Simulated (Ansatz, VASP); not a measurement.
## Si in VASP and in Ansatz

INCAR

```
SYSTEM = Si
PREC = Accurate
ENCUT = 500
EDIFF = 1E-6
ISMEAR = -1
SIGMA = 0.1
LREAL = .FALSE.
LASPH = .TRUE.
NELM = 120
ALGO = Normal
ISIF = 2
LWAVE = .FALSE.
LCHARG = .TRUE.
GGA = RE
LELF = .TRUE.
LVHAR = .TRUE.
NBANDS = 8
GGA_COMPAT = .FALSE.
```

File KPOINTS:

```
regular mesh
0
G
  16 16 16
  0 0 0
```

POSCAR

```
Si
1.0
    0.0000000000      1.9124296917      1.9124296917
    1.9124296917      0.0000000000      1.9124296917
    1.9124296917      1.9124296917      0.0000000000
Si
1
Direct
    0.0000000000      0.0000000000      0.0000000000
```

Input for Ansatz:

```yaml
crystal:
  lattice:
    - [0.0, 1.9124296917, 1.9124296917]
    - [1.9124296917, 0.0, 1.9124296917]
    - [1.9124296917, 1.9124296917, 0.0]
  atoms:
    - { symbol: Si, position: [0.0, 0.0, 0.0] }
hamiltonian:
  xc: revpbe
  pseudopotentials:
    kind: paw
    azcp:
      Si: "pseudopotentials/Si.paw.azcp"
basis:
  ecutwfc: 420
  fft_grid_basis: typed
kpoints:
  mp_grid: { grid: [16, 16, 16], shift: [0, 0, 0] }
magnetization:
  spin_polarized: false
scf:
  occupations: { method: fermi_dirac, width: 0.1 }
  lower_state_search: "off"
output:
  stress: true
```

Alike in both runs: task single point; functional revPBE; k mesh 16 × 16 × 16; occupations fermi-dirac, width 0.1 eV; no spin polarisation.

|  | VASP | Ansatz |
| --- | --- | --- |
| version | VASP 6.6.1 | Ansatz 0.2.0 |
| potentials or method | VASP PAW PBE potentials, release 64 (Si), cutoff 500 eV | plane waves (420 eV) with PAW, scalar-relativistic |
| valence electrons in the cell | 4 | 4 |

VASP gave:

```
pressure (GPa) : 3.6
```

Q: What did Ansatz give for the same quantities?

A: Pressure (GPa): 4.0.

VASP's potentials were made for PBE, not for revPBE. With one functional, cell and mesh, what is left measures potentials, basis and numerics.
